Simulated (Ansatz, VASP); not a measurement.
# One calculation of KF, two programs

The input INCAR:

```
SYSTEM = KF
ALGO = Normal ; EDIFF = 1E-6
ENCUT = 520 ; GGA = CA
ISIF = 2 ; ISMEAR = 0
LASPH = .True. ; LCHARG = .True.
LELF = .True. ; LREAL = .False.
LVHAR = .True. ; LWAVE = .False.
NBANDS = 15 ; NELM = 60
PREC = Accurate ; SIGMA = 0.05
```

File KPOINTS:

```
k-points
0
Gamma
  8 8 8
  0 0 0
```

File POSCAR:

```
KF
1.0
    0.0000000000      2.5817196783      2.1944617266
    2.6720798670      0.0000000000      2.1944617266
    2.6720798670      2.5817196783      0.0000000000
K F
1 1
Direct
    0.0000000000      0.0000000000      0.0000000000
    0.5000000000      0.5000000000      0.5000000000
```

Input for Ansatz:

```yaml
crystal:
  lattice:
    - [0.0, 2.5817196783, 2.1944617266]
    - [2.672079867, 0.0, 2.1944617266]
    - [2.672079867, 2.5817196783, 0.0]
  atoms:
    - { symbol: K, position: [0.0, 0.0, 0.0] }
    - { symbol: F, position: [0.5, 0.5, 0.5] }
basis:
  ecutwfc: 520.0
kpoints:
  mp_grid: { grid: [8, 8, 8] }
hamiltonian:
  xc: lda
scf:
  occupations: { method: gaussian, width: 0.05 }
output:
  forces: true
  stress: true
  eigenvalues: true
```

Change from the starting cell: normal strain along x +0.0350, normal strain along z -0.1500.

Alike in both runs: task single point; functional LDA; k mesh 8 × 8 × 8; occupations gaussian, width 0.05 eV; no spin polarisation.

|  | VASP | Ansatz |
| --- | --- | --- |
| version | VASP 6.6.1 | Ansatz 0.2.0 |
| potentials or method | VASP PAW LDA potentials, release 64 (K_sv, F), cutoff 520 eV | scalar-relativistic, plane waves, PAW |
| valence electrons in the cell | 16 | 16 |

Ansatz gave:

| Item | Value |
| --- | --- |
| gap on the k mesh at the Fermi level (eV) | 5.84 |
| least direct gap on the mesh (eV) | 5.99 |
| pressure (GPa) | 14.5 |
| traceless stress, the component that is largest in VASP (GPa) | 25.76 |

Problem. Which values does VASP return?

Solution. gap on the k mesh at the Fermi level (eV): 5.81; least direct gap on the mesh (eV): 5.96; pressure (GPa): 15.4; traceless stress, the component that is largest in VASP (GPa): 27.02.

LDA's correlation is that of Perdew and Zunger in VASP and of Perdew and Wang (1992) in Ansatz.
